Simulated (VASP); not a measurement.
A run of VASP 6.6.1:

The input INCAR:

```
SYSTEM = Ti3Nb
PREC = Accurate
ENCUT = 520
EDIFF = 1E-6
ISMEAR = 0
SIGMA = 0.15
LREAL = .FALSE.
LASPH = .TRUE.
NELM = 100
ALGO = Normal
ISIF = 2
LWAVE = .FALSE.
LCHARG = .FALSE.
GGA = CA
NBANDS = 32
```

KPOINTS

```
Automatic mesh
0
G
  12 12 12
  0 0 0
```

File POSCAR:

```
Ti3Nb
1.0
    3.8281304077      0.0000000000      0.0000000000
    0.0000000000      3.8281304077      0.0000000000
    0.0000000000      0.0000000000      4.1303512294
Ti Nb
3 1
Direct
    0.0000000000      0.5000000000      0.5000000000
    0.5000000000      0.0000000000      0.5000000000
    0.5000000000      0.5000000000      0.0000000000
    0.0000000000      0.0000000000      0.0000000000
```

Potentials or basis: VASP PAW LDA potentials, release 64 (Ti_sv, Nb_sv).

Command:

```sh
$ cat potpaw_LDA.64/Ti_sv/POTCAR potpaw_LDA.64/Nb_sv/POTCAR > POTCAR
$ mpirun -np 1 vasp_std > vasp.out
```

Hardware: 1 thread of Intel(R) Xeon(R) Platinum 8259CL CPU @ 2.50GHz (Skylake/Cascade Lake), on a shared host.

Task: How long does it take, and how much memory?

Result: Wall time 6 min on 1 thread of Intel(R) Xeon(R) Platinum 8259CL CPU @ 2.50GHz (Skylake/Cascade Lake), on a shared host, peak memory 0.39 GiB. Counts: scf iterations 16, k points 196.
